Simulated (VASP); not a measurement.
**Ti: electric field gradients with PBE**

The system is Ti.

```
Ti
1.0
     2.88978    0.00000    0.00000
    -1.44489    2.50262    0.00000
     0.00000    0.00000    4.59034
Ti
2
Cartesian
  0.0000 1.6684 1.1476
  1.4449 0.8342 3.4428
```

* Program: VASP 6.6.1
* Task: electric field gradients
* Functional: PBE
* Potentials or basis: VASP PAW PBE potentials, release 64 (Ti_sv)
* Cutoff: 520 eV
* k mesh: 13 × 13 × 7
* Occupations: fermi-dirac, width 0.08 eV
* Spin: no spin polarisation
* Dipole correction: no
* Further INCAR settings: ALGO = Normal; EDIFF = 1e-08; NBANDS = 19

```yaml
Pressure: 5.4 GPa
Band_gap_on_the_k_mesh: zero (bands 12 and 13 overlap by 1.14 eV)
Largest_electric_field_gradient_by_atom: Ti +19.0 V/Å²
```

Stress tensor (GPa, compression positive):
```
5.45 0.00 0.00
0.00 5.45 0.00
0.00 0.00 5.25
```

Levels at points of the mesh, in eV from the Fermi level:
```
           k point  band 8  band 9  band 10  band 11  band 12  band 13  band 14  band 15  band 16  band 17
(0.00, 0.00, 0.00)  -32.56   -6.31    -2.79     0.81     0.81     0.88     0.92     1.34     1.34     1.73
```

Electric field gradients, principal values (V/Å²):
```
atom   least  middle  greatest (by size)
1 Ti  -9.519  -9.521              19.039
2 Ti  -9.519  -9.521              19.039
```

It took 78 s on 1 thread of Intel Xeon 8259CL, with other jobs on the host, peak memory 0.18 GiB.

Caveat: the cell stands under pressure; without QUAD_EFG the Cq values of the log hold for a quadrupole moment of 1 mb, not for the nuclei.
